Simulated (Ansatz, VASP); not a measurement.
Ga2O3: VASP beside Ansatz

```
CELL_PARAMETERS angstrom
4.75426 0.00000 0.00000
-2.37713 4.11731 0.00000
0.00000 0.00000 2.68998
ATOMIC_POSITIONS crystal
Ga 0.66667 0.33333 0.00000
Ga 0.33333 0.66667 0.00000
O 0.66667 0.66667 0.50000
O 0.33333 0.00000 0.50000
O 0.00000 0.33333 0.50000
```

Change from the starting cell: ordered vacancies on the cation sites of tungsten carbide (P-62m, No. 189).

Alike in both runs: task relaxation of cell and atoms; functional PBE; k mesh 6 × 6 × 6; occupations gaussian, width 0.1 eV; no spin polarisation.

```csv
,VASP,Ansatz
version,VASP 6.6.1,Ansatz 0.2.0
potentials or method,"VASP PAW PBE potentials, release 64 (Ga_d, O), cutoff 600 eV","scalar-relativistic, plane waves, PAW"
valence electrons in the cell,44,44
```

Ansatz gave:

| Item | Value |
| --- | --- |
| gap on the k mesh at the Fermi level, each at its own relaxed structure (eV) | 1.08 |
| relaxed volume (Å³/atom) | 12.86 |
| relaxed length of the cell vector where the two differ most in proportion (Å) | 2.655 |

Q: What did VASP give for the same quantities?

A: gap on the k mesh at the Fermi level, each at its own relaxed structure (eV): 1.06; relaxed volume (Å³/atom): 12.89; relaxed length of the cell vector where the two differ most in proportion (Å): 2.663.

Noted on VASP's run: the volume moved by over 15 % at a fixed basis, so the end points are rough.
